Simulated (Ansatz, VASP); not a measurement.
# One calculation of GaS, two programs

Contents of INCAR:

```
SYSTEM = GaS
PREC = Accurate
ENCUT = 400
EDIFF = 1E-8
ISMEAR = -1
SIGMA = 0.02
LREAL = .False.
LASPH = .True.
NELM = 120
ALGO = Normal
ISIF = 2
LWAVE = .False.
LCHARG = .False.
GGA = PS
LEFG = .True.
NBANDS = 48
GGA_COMPAT = .False.
```

The input KPOINTS:

```
regular mesh
0
Gamma
  14 14 3
  0 0 0
```

Contents of POSCAR:

```
GaS
1.0
    3.5850000000      0.0000000000      0.0000000000
   -1.7925000000      3.1047010726      0.0000000000
    0.0000000000      0.0000000000     15.5000000000
Ga S
4 4
Direct
    0.3333333333      0.6666666667      0.1710183689
    0.6666666667      0.3333333333      0.6710183689
    0.3333333333      0.6666666667      0.3289816311
    0.6666666667      0.3333333333      0.8289816311
    0.3333333333      0.6666666667      0.6008025009
    0.6666666667      0.3333333333      0.1008025009
    0.3333333333      0.6666666667      0.8991974991
    0.6666666667      0.3333333333      0.3991974991
```

Input for Ansatz:

```yaml
crystal:
  lattice:
    - [3.585, 0.0, 0.0]
    - [-1.7925, 3.1047010726, 0.0]
    - [0.0, 0.0, 15.5]
  atoms:
    - { symbol: Ga, position: [0.3333333333, 0.6666666667, 0.1710183689] }
    - { symbol: Ga, position: [0.6666666667, 0.3333333333, 0.6710183689] }
    - { symbol: Ga, position: [0.3333333333, 0.6666666667, 0.3289816311] }
    - { symbol: Ga, position: [0.6666666667, 0.3333333333, 0.8289816311] }
    - { symbol: S, position: [0.3333333333, 0.6666666667, 0.6008025009] }
    - { symbol: S, position: [0.6666666667, 0.3333333333, 0.1008025009] }
    - { symbol: S, position: [0.3333333333, 0.6666666667, 0.8991974991] }
    - { symbol: S, position: [0.6666666667, 0.3333333333, 0.3991974991] }
kpoints:
  mp_grid: { grid: [14, 14, 3] }
scf:
  occupations: { method: fermi_dirac, width: 0.02 }
hamiltonian:
  xc: pbesol
  pseudopotentials: { kind: paw }
output:
  forces: true
  stress: true
  populations: true
  efg:
    quadrupole_moments_barn: { Ga: 0.107, S: -0.0694 }
    contact_densities: true
  write_density: true
  write_potential: true
  elf: true
  volumetric_format: npy
```

Alike in both runs: task electric field gradients; functional PBEsol; k mesh 14 × 14 × 3; occupations fermi-dirac, width 0.02 eV; no spin polarisation.

```csv
,VASP,Ansatz
version,VASP 6.6.1,Ansatz 0.2.0
potentials or method,"VASP PAW PBE potentials, release 64 (Ga_d, S)","plane-wave PAW, scalar-relativistic"
plane-wave cutoff (eV),400,420
valence electrons in the cell,76,76
```

|  | VASP | Ansatz | Ansatz less VASP |
| --- | --- | --- | --- |
| gap on the k mesh at the Fermi level (eV) | 1.49 | 1.47 | -0.016 |
| rms of the force components (eV/Å) | 0.052 | 0.051 | -0.0004 |
| size of Vzz on the site where it differs most (V/Å²) | 72.6 | 76.6 | +4.02 |

VASP's potentials were made for PBE, not for PBEsol. Atom by atom the forces differ by 0.002 eV/Å (rms over components).
